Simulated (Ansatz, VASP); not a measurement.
ScAl3N4: VASP beside Ansatz

```
CELL_PARAMETERS angstrom
3.22748 0.00000 0.00000
-1.61374 2.79508 0.00000
0.00000 0.00000 10.13630
ATOMIC_POSITIONS crystal
Sc 0.33333 0.66667 0.12000
Al 0.66667 0.33333 0.42800
Al 0.66667 0.33333 0.93500
Al 0.33333 0.66667 0.68200
N 0.66667 0.33333 0.24000
N 0.66667 0.33333 0.74600
N 0.33333 0.66667 0.49300
N 0.00000 0.00000 0.00000
```

Alike in both runs: task relaxation of cell and atoms; functional PBE; k mesh 4 × 4 × 2; occupations gaussian, width 0.15 eV; no spin polarisation.

|  | VASP | Ansatz |
| --- | --- | --- |
| version | VASP 6.6.1 | Ansatz 0.2.0 |
| potentials or method | VASP PAW PBE potentials, release 64 (Sc_sv, Al, N), cutoff 600 eV | scalar-relativistic, plane waves, PAW |
| valence electrons in the cell | 40 | 40 |

|  | VASP | Ansatz | Ansatz less VASP |
| --- | --- | --- | --- |
| gap on the k mesh at the Fermi level, each at its own relaxed structure (eV) | 3.01 | 3.04 | +0.029 |
| relaxed volume (Å³/atom) | 11.14 | 11.14 | +0.006 |
| relaxed cell length with the largest relative difference (Å) | 3.160 | 3.161 | +0.0017 |

The k mesh is coarse, so the values compare programs but aren't converged.
